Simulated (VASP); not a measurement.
Input of a VASP 6.6.1 run:

Contents of INCAR:

```
SYSTEM = WSe2
  ALGO = Normal
  EDIFF = 1E-6
  ENCUT = 520
  GGA = PE
  ISIF = 2
  ISMEAR = 0
  IVDW = 12
  LASPH = .TRUE.
  LCHARG = .FALSE.
  LREAL = .FALSE.
  LWAVE = .FALSE.
  NBANDS = 20
  NELM = 100
  PREC = Accurate
  SIGMA = 0.05
```

File KPOINTS:

```
k-points
0
G
  9 9 4
  0 0 0
```

File POSCAR:

```
WSe2
1.0
    3.3277852269      0.0000000000      0.0000000000
   -1.6638926134      2.8819465448      0.0000000000
    0.0000000000      0.0000000000      6.8016602252
W Se
1 2
Direct
    0.0000000000      0.0000000000      0.0000000000
    0.3333333333      0.6666666667      0.2048671987
    0.3333333333      0.6666666667      0.7951328013
```

Potentials or basis: VASP PAW PBE potentials, release 64 (W_sv, Se).

Run with:

```console
$ cat potpaw_PBE.64/W_sv/POTCAR potpaw_PBE.64/Se/POTCAR > POTCAR
$ mpirun -np 1 vasp_std > vasp.out
```

What does it give for the pressure?

27.7 GPa.

Predict the dispersion energy per atom.

-0.433 eV.

Predict the largest force.

6.785 eV/Å.

Estimate the band gap on the k mesh.

zero (band 13 reaches 6.24 eV, above the bottom of band 14 at 5.54 eV).

Stress tensor (GPa, compression positive):
```
19.28  0.00  0.00
 0.00 19.28  0.00
 0.00  0.00 44.62
```

Caveat: spin-orbit coupling is left out, which moves the levels of the heavy elements; forces of over 1 eV/Å act on the atoms, so gaps and moduli don't describe the material at rest.
